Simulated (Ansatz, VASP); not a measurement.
## GdN in VASP and in Ansatz

```
Gd N
1.0
     0.00000    2.54852    2.54852
     2.54852    0.00000    2.54852
     2.54852    2.54852    0.00000
Gd N
1 1
Direct
  0.00000 0.00000 0.00000
  0.50000 0.50000 0.50000
```

Change from the starting cell: volume scaled by 1.06.

Alike in both runs: task single point; functional PBE; k mesh 13 × 13 × 13; occupations fermi-dirac, width 0.05 eV; collinear spin.

|  | VASP | Ansatz |
| --- | --- | --- |
| version | VASP 6.6.1 | Ansatz 0.2.0 |
| potentials or method | VASP PAW PBE potentials, release 64 (Gd, N), cutoff 520 eV | all-electron LAPW, scalar-relativistic |

```tsv
	VASP	Ansatz	Ansatz less VASP
pressure (GPa)	-8.6	-8.6	+0.03
net moment per atom (μB)	3.50	3.50	0.000
size of the moment on the site where the two differ most (μB)	6.80	6.99	+0.187
```

Site moments also hang on the region over which each program counts them. Ansatz ran all-electron here, and VASP with PAW potentials.

Spin-orbit coupling is off throughout.
